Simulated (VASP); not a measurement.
# B2P3 (Cmmm) in VASP: notebook, part 2 of 2

VASP 6.6.1. The steps go on from the part before.

### Step 4. Relaxation of cell and atoms, PBE

This run uses another cell than the first one, of 20.84 Å³/atom.

Input file INCAR:

```
PREC = Accurate ; ENCUT = 600
EDIFF = 1E-7 ; ISMEAR = 0
SIGMA = 0.1 ; LREAL = False
LASPH = True ; NELM = 80
ALGO = Normal ; ISIF = 3
LWAVE = False ; LCHARG = False
GGA = PE ; IBRION = 2
NSW = 100 ; EDIFFG = -0.01
```

Input file KPOINTS:

```
regular mesh
0
Gamma
  10 10 8
```

Input file POSCAR:

```
B2P3
1.0
    2.2780396032     -4.5246271646      0.0000000000
    2.2780396032      4.5246271646      0.0000000000
    0.0000000000      0.0000000000      5.0557815518
B P
2 3
Direct
    0.0000000000      0.0000000000      0.3482497445
    0.0000000000      0.0000000000      0.6517502555
    0.0000000000      0.0000000000      0.0000000000
    0.0000000000      0.5000000000      0.0000000000
    0.5000000000      0.0000000000      0.0000000000
```

Potentials or basis: VASP PAW PBE potentials, release 64 (B, P).

Run with:

```bash
$ cat potpaw_PBE.64/B/POTCAR potpaw_PBE.64/P/POTCAR > POTCAR
$ mpirun -np 1 vasp_std > vasp.out
```

OUTCAR:

```text
PREC = Accurate
   ENCUT = 600
   EDIFF = 1E-7
   ISMEAR = 0
   LREAL = False
   LASPH = True
   NELM = 80
   ISIF = 3
   GGA = PE
   IBRION = 2
   NSW = 100
   EDIFFG = -0.01

 ion  position               nearest neighbor table
   1  0.000  0.000  0.348-   2 1.53   3 1.76
   2  0.000  0.000  0.652-   1 1.53   3 1.76
   3  0.000  0.000  0.000-   1 1.76   2 1.76   4 2.53   5 2.53   4 2.53   5 2.53
   4  0.000  0.500  0.000-   5 2.28   5 2.28   3 2.53   3 2.53
   5  0.500  0.000  0.000-   4 2.28   4 2.28   3 2.53   3 2.53

  LATTYP: Found a base centered orthorhombic cell.
 ALAT       =     4.5560792064
 B/A-ratio  =     1.9861933736
 C/A-ratio  =     1.1096781515

  Lattice vectors:

 A1 = (   2.2780396032,  -4.5246271646,   0.0000000000)
 A2 = (   2.2780396032,   4.5246271646,   0.0000000000)
 A3 = (   0.0000000000,   0.0000000000,   5.0557815518)

Analysis of symmetry for initial positions (statically):
=====================================================================
 Subroutine PRICEL returns:
 Original cell was already a primitive cell.

 Routine SETGRP: Setting up the symmetry group for a
 base centered orthorhombic supercell.

 Subroutine GETGRP returns: Found  8 space group operations
 (whereof  8 operations were pure point group operations)
 out of a pool of  8 trial point group operations.

The static configuration has the point symmetry D_2h.

Analysis of symmetry for dynamics (positions and initial velocities):
=====================================================================
 Subroutine PRICEL returns:
 Original cell was already a primitive cell.

 Routine SETGRP: Setting up the symmetry group for a
 base centered orthorhombic supercell.

 Subroutine GETGRP returns: Found  8 space group operations
 (whereof  8 operations were pure point group operations)
 out of a pool of  8 trial point group operations.

The dynamic configuration has the point symmetry D_2h.

 Subroutine INISYM returns: Found  8 space group operations
 (whereof  8 operations are pure point group operations),
 and found     1 'primitive' translations

----------------------------------------------------------------------------------------

                                     Primitive cell

  volume of cell :     104.2227

  direct lattice vectors                    reciprocal lattice vectors
     2.278039603 -4.524627165  0.000000000     0.219486966 -0.110506343  0.000000000
     2.278039603  4.524627165  0.000000000     0.219486966  0.110506343  0.000000000
     0.000000000  0.000000000  5.055781552     0.000000000  0.000000000  0.197793356

  length of vectors
     5.065739375  5.065739375  5.055781552     0.245735996  0.245735996  0.197793356

  position of ions in fractional coordinates (direct lattice)
     0.000000000  0.000000000  0.348249745
     0.000000000  0.000000000  0.651750255
     0.000000000  0.000000000  0.000000000
     1.000000000  0.500000000  0.000000000
     0.500000000  1.000000000  0.000000000

  ion indices of the primitive-cell ions
   primitive index   ion index
                 1           1
                 2           2
                 3           3
                 4           4
                 5           5

----------------------------------------------------------------------------------------

 KPOINTS: regular mesh

[... 75 lines left out ...]
   POTIM  = 0.5000    time-step for ionic-motion
   TEBEG  =    0.0;   TEEND  =   0.0 temperature during run
   PSTRESS=    0.0 pullay stress
   NELECT =      21.0000    total number of electrons
   NUPDOWN=      -1.0000    fix difference up-down
   EMIN   =  10.00;   EMAX   =-10.00  energy-range for DOS
   EFERMI =   0.00;   METHOD = LEGACY
   ISMEAR =     0;   SIGMA  =   0.10  broadening in eV -4-tet -1-fermi 0-gaus
   EFERMI_NEDOS =   21; number of points for ismear=-14 and -15
   IALGO  =     38    algorithm
   IMIX   =      4    mixing-type and parameters
     AMIX     =   0.40;   BMIX     =  1.00
     AMIX_MAG =   1.60;   BMIX_MAG =  1.00
  volume/ion in A,a.u.               =      20.84       140.67
  Fermi-wavevector in a.u.,A,eV,Ry     =   0.959755  1.813674 12.532735  0.921130
  Thomas-Fermi vector in A             =   2.088979
   LORBIT       =      0    0 simple, 1 ext, 2 COOP (PROOUT), +10 PAW based schemes
   GGA     = PE    functional components
   LHFCALC =     F    Hartree Fock is set to
   AEXX    =    0.0000 exact exchange contribution
   IVDW    =     0    specifies the selected vdW correction
   LEPSILON=     F    determine dielectric tensor
   LRPA    =     F    only Hartree local field effects (RPA)
 conjugate gradient relaxation of ions
 non-spin polarized calculation
 Gauss-broadening in eV      SIGMA  =   0.10
  energy-cutoff  :      600.00
  volume of cell :      104.22
 maximum number of plane-waves:      3500
   NGX = 21   NGY = 21   NGZ = 21

--------------------------------------- Ionic step        1  -------------------------------------------

 number of electron      20.9999999 magnetization

 Free energy of the ion-electron system (eV)
  ---------------------------------------------------
  ext. energy  EPLUGINS =         0.00000000
  ---------------------------------------------------
  free energy    TOTEN  =       -23.81033444 eV

  energy without entropy =      -23.79440585  energy(sigma->0) =      -23.80237014

------------------------ aborting loop because EDIFF is reached ----------------------------------------

  FORCE on cell =-STRESS in cart. coord.  units (eV):
  Direction    XX          YY          ZZ          XY          YZ          ZX
  --------------------------------------------------------------------------------------
  -------------------------------------------------------------------------------------
  Total       -0.7540897      0.5911631     -0.1066121      0.0000000      0.0000000      0.0000000
  in kB      -11.5923430      9.0877325     -1.6389081      0.0000000      0.0000000      0.0000000
  external PRESSURE =      -1.3811729 kB  Pullay stress =       0.0000000 kB
[... 98 lines left out ...]
  FREE ENERGIE OF THE ION-ELECTRON SYSTEM (eV)
  ---------------------------------------------------
  free  energy   TOTEN  =       -23.8177528446 eV

  energy  without entropy=      -23.8030101573  energy(sigma->0) =      -23.81038150

[... ionic steps 4 to 16 ...]

--------------------------------------- Ionic step       17  -------------------------------------------

 number of electron      20.9999996 magnetization

------------------------ aborting loop because EDIFF is reached ----------------------------------------
[... 73 lines left out ...]
--------------------------------------- Ionic step       19  -------------------------------------------

 number of electron      20.9999996 magnetization

 Free energy of the ion-electron system (eV)
  ---------------------------------------------------
  ext. energy  EPLUGINS =         0.00000000
  ---------------------------------------------------
  free energy    TOTEN  =       -23.84390921 eV

  energy without entropy =      -23.83207411  energy(sigma->0) =      -23.83799166

 E-fermi :   2.5601     XC(G=0):  -8.2585

 val. band max:        2.5506400930   @ k =   0.3000   0.0000   0.0000
 cond. band min:       2.5645384224   @ k =   0.4000   0.4000   0.2500
 fundamental gap:      0.0138983294
 Fermi energy:         2.5600821996

 k-point     1 :       0.0000    0.0000    0.0000
  band No.  band energies     occupation
      1     -11.9080      2.00000
      2      -8.0875      2.00000
      3      -5.1412      2.00000
      4      -4.9385      2.00000
      5      -4.3301      2.00000
      6      -3.2986      2.00000
      7      -2.5330      2.00000
      8      -1.2131      2.00000
      9       0.2660      2.00000
     10       3.0483      0.00000
     11       4.1754      0.00000
     12       4.2080      0.00000
     13       4.8149      0.00000
     14       5.3709      0.00000
[... 377 lines left out ...]
      1     -10.6401      2.00000
      2     -10.0105      2.00000
      3      -6.6928      2.00000
      4      -4.9371      2.00000
      5      -4.2785      2.00000
      6      -1.6386      2.00000
      7      -0.7481      2.00000
      8      -0.1614      2.00000
      9       1.1110      2.00000
     10       1.9382      2.00000
     11       2.5671      0.92055
     12       2.6847      0.07797
     13       4.5066      0.00000
     14       5.1334      0.00000

 [... further k-points ...]

------------------------ aborting loop because EDIFF is reached ----------------------------------------

  FORCE on cell =-STRESS in cart. coord.  units (eV):
  Direction    XX          YY          ZZ          XY          YZ          ZX
  --------------------------------------------------------------------------------------
  -------------------------------------------------------------------------------------
  Total        0.0298984      0.0387785     -0.0210813      0.0000000      0.0000000      0.0000000
  in kB        0.4539000      0.5887120     -0.3200437      0.0000000      0.0000000      0.0000000
  external PRESSURE =       0.2408561 kB  Pullay stress =       0.0000000 kB
[... 20 lines left out ...]
  FREE ENERGIE OF THE ION-ELECTRON SYSTEM (eV)
  ---------------------------------------------------
  free  energy   TOTEN  =       -23.8439092112 eV

  energy  without entropy=      -23.8320741119  energy(sigma->0) =      -23.83799166

 reached required accuracy - stopping structural energy minimisation
```

OSZICAR:

```text
N       E                     dE             d eps       ncg     rms          rms(c)
DAV:   1     0.838268378969E+02    0.83827E+02   -0.90229E+03  4340   0.133E+03
DAV:   2    -0.191056854481E+02   -0.10293E+03   -0.10105E+03  5754   0.204E+02
DAV:   3    -0.258183463224E+02   -0.67127E+01   -0.66130E+01  5824   0.536E+01
DAV:   4    -0.259505166437E+02   -0.13217E+00   -0.13177E+00  5742   0.834E+00
[... 179 lines left out ...]
DAV:   1    -0.238439179034E+02   -0.26252E-04   -0.54578E-04  4592   0.153E-01    0.166E-02
DAV:   2    -0.238439119741E+02    0.59293E-05   -0.38687E-05  6070   0.382E-02    0.868E-03
DAV:   3    -0.238439099362E+02    0.20378E-05   -0.46898E-06  5526   0.124E-02    0.433E-03
DAV:   4    -0.238439093072E+02    0.62903E-06   -0.18963E-06  5354   0.849E-03    0.163E-03
DAV:   5    -0.238439092112E+02    0.96006E-07   -0.12676E-07  2964   0.255E-03
  19 F= -.23843909E+02 E0= -.23837992E+02  d E =-.175877E-04
```

CONTCAR:

```text
B2P3
   1.00000000000000
     2.2073717460100042   -4.7398300967949369    0.0000000000000000
     2.2073717460100042    4.7398300967949369    0.0000000000000000
     0.0000000000000000    0.0000000000000000    5.0434816865458245
  B               P
     2     3
Direct
     0.0000000000000000    0.0000000000000000    0.3481025683837325
     0.0000000000000000    0.0000000000000000    0.6518974316162678
     0.0000000000000000    0.0000000000000000    0.0000000000000000
     0.0000000000000000    0.5000000000000000    0.0000000000000000
     0.5000000000000000    0.0000000000000000    0.0000000000000000

  0.00000000E+00  0.00000000E+00  0.00000000E+00
  0.00000000E+00  0.00000000E+00  0.00000000E+00
  0.00000000E+00  0.00000000E+00  0.00000000E+00
  0.00000000E+00  0.00000000E+00  0.00000000E+00
  0.00000000E+00  0.00000000E+00  0.00000000E+00
```

Run time: 24 min. Hardware: 1 thread of AMD EPYC 9R45 (Zen 5), shared host; peak memory 0.39 GiB.

What came out:

| Property | Result |
| --- | --- |
| Free energy | -23.8439 eV |
| Relaxed volume | 21.11 Å³/atom |
| Relaxed cell | a = 5.229 Å, b = 5.229 Å, c = 5.043 Å, α = 90.00°, β = 90.00°, γ = 130.06° |
| Space group after relaxing (to 0.1 Å) | Cmmm (No. 65) |
| Energy gained by relaxing | 6.7 meV/atom |
| Ionic steps | 19 |
| Pressure after relaxing | 0.0 GPa |
| Largest force after relaxing | 0.010 eV/Å |
| Band gap on the k mesh | zero (an odd number of electrons rules out a gap without spin polarisation) |

Forces in eV/Å, atoms in the order of the input:
```
B    0.000  0.000  0.010
B    0.000  0.000 -0.010
P    0.000  0.000  0.000
P    0.000  0.000  0.000
P    0.000  0.000  0.000
```

The path:
| step | energy change (eV) | largest force (eV/Å) | pressure (GPa) | volume (Å³) |
| --- | --- | --- | --- | --- |
| 1 | 0.0000 | 0.1324 | -0.14 | 104.22 |
| 2 | -0.0069 | 0.3625 | 0.10 | 103.95 |
| 3 | -0.0074 | 0.5439 | 0.20 | 103.84 |
| 4 | -0.0100 | 0.5222 | 0.24 | 103.81 |
| 5 | -0.0169 | 0.4577 | 0.39 | 103.69 |
| 6 | -0.0248 | 0.3286 | 0.79 | 103.42 |
| 7 | -0.0249 | 0.2879 | 0.94 | 103.34 |
| 8 | -0.0283 | 0.0187 | 0.68 | 103.76 |
| 9 | -0.0293 | 0.2339 | 0.45 | 104.16 |
| 10 | -0.0314 | 0.1412 | 0.21 | 104.65 |
| 11 | -0.0326 | 0.0185 | -0.19 | 105.49 |
| 12 | -0.0326 | 0.0030 | -0.15 | 105.41 |
| 13 | -0.0329 | 0.0153 | -0.04 | 105.38 |
| 14 | -0.0330 | 0.0247 | 0.04 | 105.36 |
| 15 | -0.0332 | 0.0080 | 0.05 | 105.38 |
| 16 | -0.0334 | 0.0674 | 0.06 | 105.43 |
| 17 | -0.0335 | 0.0115 | 0.04 | 105.48 |
| 18 | -0.0336 | 0.0128 | 0.03 | 105.50 |
| 19 | -0.0336 | 0.0100 | 0.02 | 105.54 |

Final structure:
```
B P
1.0
     2.20737   -4.73983    0.00000
     2.20737    4.73983    0.00000
     0.00000    0.00000    5.04348
B P
2 3
Direct
  0.00000 0.00000 0.34810
  0.00000 0.00000 0.65190
  0.00000 0.00000 0.00000
  0.00000 0.50000 0.00000
  0.50000 0.00000 0.00000
```

Levels at points of the mesh, in eV from the Fermi level:
| k point | band 7 | band 8 | band 9 | band 10 | band 11 | band 12 | band 13 | band 14 |
| --- | --- | --- | --- | --- | --- | --- | --- | --- |
| (0.00, 0.00, 0.00) | -5.09 | -3.77 | -2.29 | 0.49 | 1.62 | 1.65 | 2.25 | 2.81 |
| (0.50, 0.00, 0.00) | -2.73 | -1.82 | -1.38 | -0.92 | 0.59 | 1.41 | 1.90 | 2.07 |
| (0.50, 0.50, 0.00) | -3.33 | -2.56 | -2.12 | -1.62 | 0.77 | 0.82 | 1.43 | 2.52 |
| (0.00, 0.00, 0.50) | -4.99 | -3.34 | -2.63 | -1.36 | -0.59 | 1.84 | 1.95 | 3.35 |
| (0.50, 0.00, 0.50) | -2.96 | -1.99 | -1.44 | -1.34 | -1.29 | 0.96 | 1.91 | 2.38 |
| (0.50, 0.50, 0.50) | -4.19 | -2.22 | -1.87 | -0.91 | -0.81 | 0.66 | 0.80 | 2.68 |

### Step 5. The runs side by side

| task | cell | k mesh | cutoff (eV) | gap on the mesh (eV) | pressure (GPa) | relaxed volume (Å³/atom) | largest force (eV/Å) |
| --- | --- | --- | --- | --- | --- | --- | --- |
| relaxation of cell and atoms | relaxed from a = 3.570, b = 3.570, c = 5.934 Å, angles 90.0, 90.0, 96.0°, 5 atoms, atomic positions A | 6 × 6 × 4 | 600 | none | 0.2 | 20.55 | 0.02 |
| single point | a = 5.235, b = 5.235, c = 5.045 Å, angles 90.0, 90.0, 130.1°, 5 atoms, atomic positions B | 10 × 10 × 8 | 520 | none | -0.1 | - | 0.02 |
| relaxation of cell and atoms | relaxed from a = 5.066, b = 5.066, c = 5.056 Å, angles 90.0, 90.0, 126.6°, 5 atoms, atomic positions B | 10 × 10 × 8 | 600 | none | 0.0 | 21.11 | 0.01 |

Alike in all rows: level PBE; potentials or basis VASP PAW PBE potentials, release 64 (B, P); no spin polarisation; smearing gaussian 0.1 eV.

Caveats: the volume moved by over 15 % at a fixed basis, so the end points are rough (at least some runs).

Absolute energies hang on the potentials; compare differences alone.
